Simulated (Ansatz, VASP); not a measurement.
# One calculation of BaHfO3, two programs

```
CELL_PARAMETERS angstrom
4.34414 0.00000 0.00000
0.00000 4.34414 0.00000
0.00000 0.00000 4.34414
ATOMIC_POSITIONS crystal
Ba 0.00000 0.00000 0.00000
Hf 0.50000 0.50000 0.50000
O 0.50000 0.50000 0.00000
O 0.50000 0.00000 0.50000
O 0.00000 0.50000 0.50000
```

Change from the starting cell: hydrostatic strain +4.0%.

Alike in both runs: task single point; functional HSE06; k mesh 4 × 4 × 4; no spin polarisation.

|  | VASP | Ansatz |
| --- | --- | --- |
| version | VASP 6.6.1 | Ansatz 0.2.0 |
| potentials or method | VASP PAW PBE potentials, release 64 (Ba_sv, Hf_pv, O) | plane waves, PAW |
| plane-wave cutoff (eV) | 520 | 420 |
| occupations | gaussian, width 0.01 eV | fixed |
| valence electrons in the cell | 38 | 54 |

|  | VASP | Ansatz | Ansatz less VASP |
| --- | --- | --- | --- |
| gap on the k mesh at the Fermi level (eV) | 4.76 | 4.88 | +0.122 |
| pressure (GPa) | -16.7 | -15.6 | +1.08 |

VASP's potentials hold 38 valence electrons a cell and Ansatz's 54, so a difference there can come from the potentials and not from the codes. Ansatz's warnings: stress exchange threshold loose, stress scf threshold loose.

Spin-orbit coupling is off throughout.
